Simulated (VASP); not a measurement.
# PbF2: single point with HSE06

The system is PbF2.

```
Pb F
1.0
     0.00000    2.89514    2.89514
     2.89514    0.00000    2.89514
     2.89514    2.89514    0.00000
Pb F
1 2
Direct
  0.00000 0.00000 0.00000
  0.25000 0.25000 0.25000
  0.75000 0.75000 0.75000
```

This cell differs from its parent crystal: strain -1.7%.

```json
{
  "Program": "VASP 6.6.1",
  "Task": "single point",
  "Functional": "HSE06",
  "Potentials or basis": "VASP PAW PBE potentials, release 64 (Pb_d, F)",
  "Cutoff": "520 eV",
  "k mesh": "6 × 6 × 6",
  "Occupations": "gaussian, width 0.01 eV",
  "Spin": "no spin polarisation"
}
```

```json
{"Pressure": "7.1 GPa", "Band gap on the k mesh": "5.68 eV (least direct gap 5.79 eV)"}
```

Levels at points of the mesh, in eV from the valence-band top:
| k point | band 12 | band 13 | band 14 | band 15 | band 16 | band 17 |
| --- | --- | --- | --- | --- | --- | --- |
| (0.00, 0.00, 0.00) | -3.13 | -3.13 | -3.13 | 8.23 | 8.23 | 8.23 |
| (0.50, 0.00, 0.00) | -3.31 | -3.31 | -0.14 | 6.22 | 9.36 | 9.36 |
| (0.50, 0.50, 0.00) | -2.63 | -2.63 | -0.11 | 5.68 | 9.66 | 9.66 |

It took 20 min on 4 MPI ranks on Intel(R) Xeon(R) Platinum 8488C (Sapphire Rapids), on a shared host, peak memory 0.28 GiB a rank.

Caveat: the cell differs from its parent crystal (strain -1.7%); the cell stands under pressure; the PAW data sets were made with another functional, which shifts forces and pressure a little; spin-orbit coupling is left out, which moves the levels of the heavy elements. A k mesh can miss the band edges.
